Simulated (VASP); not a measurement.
Wanted: the native input for a VASP 6.6.1 run.

```yaml
Task: single point
Functional: PBEsol
Potentials_or_basis: VASP PAW PBE potentials, release 64 (Al)
Cutoff: 520 eV
k_mesh: 9 × 9 × 9
Occupations: fermi-dirac, width 0.1 eV
Spin: no spin polarisation
Dipole_correction: no
Further_INCAR_settings: ALGO = Normal; EDIFF = 1e-06; NBANDS = 8
```

The structure of Al lies in POSCAR:

```
Al
1.0
    0.0000000000      2.0095617798      2.0095617798
    2.0095617798      0.0000000000      2.0095617798
    2.0095617798      2.0095617798      0.0000000000
Al
1
Direct
    0.0000000000      0.0000000000      0.0000000000
```

The input as run:

INCAR

```
PREC = Accurate ; ENCUT = 520
EDIFF = 1E-6 ; ISMEAR = -1
SIGMA = 0.1 ; LREAL = False
LASPH = True ; NELM = 60
ALGO = Normal ; ISIF = 2
LWAVE = False ; LCHARG = False
GGA = PS ; NBANDS = 8
```

KPOINTS

```
Automatic mesh
0
Gamma
  9 9 9
```

Potentials or basis: VASP PAW PBE potentials, release 64 (Al).

Run with:

```bash
$ cat potpaw_PBE.64/Al/POTCAR > POTCAR
$ mpirun -np 1 vasp_std > vasp.out
```

It gave:

```json
{
 "Pressure": "0.1 GPa",
 "Band gap on the k mesh": "zero (an odd number of electrons rules out a gap without spin polarisation)"
}
```

Caveat: the PAW data sets were made with another functional, which shifts forces and pressure a little.

Wall time 1.9 s on 1 thread of Intel(R) Xeon(R) 6975P-C (Granite Rapids), with other jobs on the host, peak memory 0.12 GiB.
